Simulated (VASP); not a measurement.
# LaTaO (P4/mmm) in VASP: relaxation of cell and atoms with PBE

Aim: the relaxation of cell and atoms of LaTaO with PBE.

Everything below comes from runs of VASP 6.6.1. Logs are shortened: lines on timing, memory, paths and dates and some standing lists are left out, and cuts for length are marked.

## (1) The cell of the first run

It takes space group P4/mmm (No. 123, tetragonal). Conventional cell: a = 4.426 Å, b = 4.426 Å, c = 8.624 Å, α = 90.00°, β = 90.00°, γ = 90.00°. Within 3.3 Å of La (site symmetry mmm) lie 4 O at 2.54 Å and 4 La at 3.13 Å. Within 2.6 Å of Ta (site symmetry 4mm) lie 1 O at 1.96 Å and 1 Ta at 2.22 Å. O (site symmetry 4mm) has 1 Ta at 1.96 Å and 1 O at 2.48 Å and 4 La at 2.54 Å within 2.6 Å.

The cell was generated, and may not be a known phase.

## (2) Relaxation of cell and atoms, PBE

File INCAR:

```
SYSTEM = LaTaO
PREC     = Accurate       ! precision mode
ENCUT    = 600            ! plane-wave cutoff, eV
EDIFF    = 1E-6           ! SCF threshold, eV
ISMEAR   = 0              ! smearing method
SIGMA    = 0.1            ! smearing width, eV
LREAL    = .False.        ! projectors in reciprocal space
LASPH    = .True.         ! aspherical terms in the spheres
NELM     = 80             ! most SCF steps
ALGO     = Normal         ! electronic algorithm
ISIF     = 3              ! what is computed and relaxed
LWAVE    = .False.        ! write WAVECAR
LCHARG   = .False.        ! write CHGCAR
GGA      = PE             ! functional
IBRION   = 2              ! ionic algorithm
NSW      = 100            ! ionic steps
EDIFFG   = -0.01          ! ionic threshold
```

File KPOINTS:

```
regular mesh
0
Gamma
  8 8 6
  0 0 0
```

File POSCAR:

```
LaTaO
1.0
    4.4256873337      0.0000000000      0.0000000000
    0.0000000000      4.4256873337      0.0000000000
    0.0000000000      0.0000000000      8.6242193502
La Ta O
2 2 2
Direct
    0.0000000000      0.5000000000      0.0000000000
    0.5000000000      0.0000000000      0.0000000000
    0.0000000000      0.0000000000      0.6289616237
    0.0000000000      0.0000000000      0.3710383763
    0.0000000000      0.0000000000      0.1440656128
    0.0000000000      0.0000000000      0.8559343872
```

Potentials or basis: VASP PAW PBE potentials, release 64 (La, Ta_pv, O).

Run with:

```
$ cat potpaw_PBE.64/La/POTCAR potpaw_PBE.64/Ta_pv/POTCAR potpaw_PBE.64/O/POTCAR > POTCAR
$ mpirun -np 1 vasp_std > vasp.out
```

OUTCAR:

```text
SYSTEM = LaTaO
   PREC = Accurate
   ENCUT = 600
   EDIFF = 1E-6
   ISMEAR = 0
   LREAL = .False.
   LASPH = .True.
   NELM = 80
   ISIF = 3
   GGA = PE
   IBRION = 2
   NSW = 100
   EDIFFG = -0.01

 ion  position               nearest neighbor table
   1  0.000  0.500  0.000-   5 2.54   6 2.54   5 2.54   6 2.54   2 3.13   2 3.13   2 3.13   2 3.13

   2  0.500  0.000  0.000-   5 2.54   6 2.54   5 2.54   6 2.54   1 3.13   1 3.13   1 3.13   1 3.13

   3  0.000  0.000  0.629-   6 1.96   4 2.22
   4  0.000  0.000  0.371-   5 1.96   3 2.22
   5  0.000  0.000  0.144-   4 1.96   2 2.54   1 2.54   1 2.54   2 2.54
   6  0.000  0.000  0.856-   3 1.96   2 2.54   1 2.54   1 2.54   2 2.54

  LATTYP: Found a simple tetragonal cell.
 ALAT       =     4.4256873337
 C/A-ratio  =     1.9486734376

  Lattice vectors:

 A1 = (   4.4256873337,   0.0000000000,   0.0000000000)
 A2 = (   0.0000000000,   4.4256873337,   0.0000000000)
 A3 = (   0.0000000000,   0.0000000000,   8.6242193502)

Analysis of symmetry for initial positions (statically):
=====================================================================
 Subroutine PRICEL returns:
 Original cell was already a primitive cell.

 Routine SETGRP: Setting up the symmetry group for a
 simple tetragonal supercell.

 Subroutine GETGRP returns: Found 16 space group operations
 (whereof 16 operations were pure point group operations)
 out of a pool of 16 trial point group operations.

The static configuration has the point symmetry D_4h.

Analysis of symmetry for dynamics (positions and initial velocities):
=====================================================================
 Subroutine PRICEL returns:
 Original cell was already a primitive cell.

 Routine SETGRP: Setting up the symmetry group for a
 simple tetragonal supercell.

 Subroutine GETGRP returns: Found 16 space group operations
 (whereof 16 operations were pure point group operations)
 out of a pool of 16 trial point group operations.

The dynamic configuration has the point symmetry D_4h.

 Subroutine INISYM returns: Found 16 space group operations
 (whereof 16 operations are pure point group operations),
 and found     1 'primitive' translations

[... 101 lines left out ...]
   NELM   =     80;   NELMIN=  2; NELMDL= -5     # of ELM steps
   EDIFF  = 0.1E-05   stopping-criterion for ELM
   LREAL  =      F    real-space projection
   EDIFFG = -.1E-01   stopping-criterion for IOM
   NSW    =    100    number of steps for IOM
   IBRION =      2    ionic relax: 0-MD 1-quasi-New 2-CG
   NFREE  =      1    steps in history (QN), initial steepest desc. (CG)
   ISIF   =      3    stress and relaxation
   ISYM   =      2    0-nonsym 1-usesym 2-fastsym
   POTIM  = 0.5000    time-step for ionic-motion
   TEBEG  =    0.0;   TEEND  =   0.0 temperature during run
   PSTRESS=    0.0 pullay stress
   NELECT =      56.0000    total number of electrons
   NUPDOWN=      -1.0000    fix difference up-down
   EMIN   =  10.00;   EMAX   =-10.00  energy-range for DOS
   EFERMI =   0.00;   METHOD = LEGACY
   ISMEAR =     0;   SIGMA  =   0.10  broadening in eV -4-tet -1-fermi 0-gaus
   EFERMI_NEDOS =   21; number of points for ismear=-14 and -15
   IALGO  =     38    algorithm
   IMIX   =      4    mixing-type and parameters
     AMIX     =   0.40;   BMIX     =  1.00
     AMIX_MAG =   1.60;   BMIX_MAG =  1.00
  volume/ion in A,a.u.               =      28.15       189.99
  Fermi-wavevector in a.u.,A,eV,Ry     =   1.133036  2.141128 17.466763  1.283771
  Thomas-Fermi vector in A             =   2.269738
   LORBIT       =      0    0 simple, 1 ext, 2 COOP (PROOUT), +10 PAW based schemes
   GGA     = PE    functional components
   LHFCALC =     F    Hartree Fock is set to
   AEXX    =    0.0000 exact exchange contribution
   IVDW    =     0    specifies the selected vdW correction
   LEPSILON=     F    determine dielectric tensor
   LRPA    =     F    only Hartree local field effects (RPA)
 conjugate gradient relaxation of ions
 non-spin polarized calculation
 Gauss-broadening in eV      SIGMA  =   0.10
  energy-cutoff  :      600.00
  volume of cell :      168.92
 maximum number of plane-waves:      5680
 NGX is ok and might be reduce to    36
   NGX = 17   NGY = 17   NGZ = 35

--------------------------------------- Ionic step        1  -------------------------------------------

 number of electron      55.9999995 magnetization

 Free energy of the ion-electron system (eV)
  ---------------------------------------------------
  ext. energy  EPLUGINS =         0.00000000
  ---------------------------------------------------
  free energy    TOTEN  =       -43.45691034 eV

  energy without entropy =      -43.43280780  energy(sigma->0) =      -43.44485907

------------------------ aborting loop because EDIFF is reached ----------------------------------------

  FORCE on cell =-STRESS in cart. coord.  units (eV):
  Direction    XX          YY          ZZ          XY          YZ          ZX
  --------------------------------------------------------------------------------------
  -------------------------------------------------------------------------------------
  Total        0.3977005      0.3977005      0.7044291      0.0000000      0.0000000      0.0000000
  in kB        3.7721200      3.7721200      6.6813864      0.0000000      0.0000000      0.0000000
  external PRESSURE =       4.7418755 kB  Pullay stress =       0.0000000 kB
[... 267 lines left out ...]
--------------------------------------- Ionic step        8  -------------------------------------------

 number of electron      55.9999991 magnetization

 Free energy of the ion-electron system (eV)
  ---------------------------------------------------
  ext. energy  EPLUGINS =         0.00000000
  ---------------------------------------------------
  free energy    TOTEN  =       -43.46022726 eV

  energy without entropy =      -43.43628749  energy(sigma->0) =      -43.44825737

 E-fermi :   4.0713     XC(G=0):  -8.9745

 val. band max:        4.0496619001   @ k =   0.2500   0.1250   0.1667
 cond. band min:       4.0746126997   @ k =   0.2500   0.1250   0.3333
 fundamental gap:      0.0249507996
 Fermi energy:         4.0712746676

 k-point     1 :       0.0000    0.0000    0.0000
  band No.  band energies     occupation
      1     -32.3584      2.00000
      2     -31.0982      2.00000
      3     -31.0982      2.00000
      4     -30.7223      2.00000
      5     -30.7223      2.00000
      6     -29.7487      2.00000
[... 853 lines left out ...]
     32       5.2467      0.00000
     33       5.3730      0.00000

 [... further k-points ...]
[... 5 lines left out ...]
  --------------------------------------------------------------------------------------
  -------------------------------------------------------------------------------------
  Total       -0.0175061     -0.0175061     -0.0178747      0.0000000      0.0000000      0.0000000
  in kB       -0.1645862     -0.1645862     -0.1680514      0.0000000      0.0000000      0.0000000
  external PRESSURE =      -0.1657413 kB  Pullay stress =       0.0000000 kB
[... 21 lines left out ...]
  FREE ENERGIE OF THE ION-ELECTRON SYSTEM (eV)
  ---------------------------------------------------
  free  energy   TOTEN  =       -43.4602272556 eV

  energy  without entropy=      -43.4362874896  energy(sigma->0) =      -43.44825737

 reached required accuracy - stopping structural energy minimisation
```

Wall time 34 min (1 thread of Intel Xeon Platinum 8124M at 3.00GHz (Skylake/Cascade Lake), shared host); peak memory 0.62 GiB.

What came out:

* Free energy: -43.4602 eV
* Relaxed volume: 28.40 Å³/atom
* Relaxed cell: a = 4.444 Å, b = 4.444 Å, c = 8.630 Å, α = 90.00°, β = 90.00°, γ = 90.00°
* Space group after relaxing (to 0.1 Å): P4/mmm (No. 123)
* Energy gained by relaxing: 0.6 meV/atom
* Ionic steps: 8
* Pressure after relaxing: 0.0 GPa
* Largest force after relaxing: 0.005 eV/Å
* Band gap on the k mesh: zero (bands 28 and 29 overlap by 1.10 eV)

Forces on the atoms (eV/Å):
```
La   0.000  0.000  0.000
La   0.000  0.000  0.000
Ta   0.000  0.000  0.005
Ta   0.000  0.000 -0.005
O    0.000  0.000 -0.001
O    0.000  0.000  0.001
```

The path:
```
step  energy change (eV)  largest force (eV/Å)  pressure (GPa)  volume (Å³)
   1              0.0000                0.2158            0.47       168.92
   2              0.0011                0.2245           -0.45       170.96
   3             -0.0025                0.0192            0.04       169.84
   4             -0.0031                0.0577            0.05       170.17
   5             -0.0031                0.0685            0.06       170.26
   6             -0.0032                0.0577           -0.10       170.71
   7             -0.0033                0.0153           -0.04       170.50
   8             -0.0033                0.0050           -0.02       170.41
```

Final structure:
```
La Ta O
1.0
     4.44376    0.00000    0.00000
     0.00000    4.44376    0.00000
     0.00000    0.00000    8.62989
La Ta O
2 2 2
Direct
  0.00000 0.50000 0.00000
  0.50000 0.00000 0.00000
  0.00000 0.00000 0.62968
  0.00000 0.00000 0.37032
  0.00000 0.00000 0.14351
  0.00000 0.00000 0.85649
```

Caveat: spin-orbit coupling is left out, which moves the levels of the heavy elements.

The gap in the log of VASP goes by the Fermi energy; the results here count the filled bands.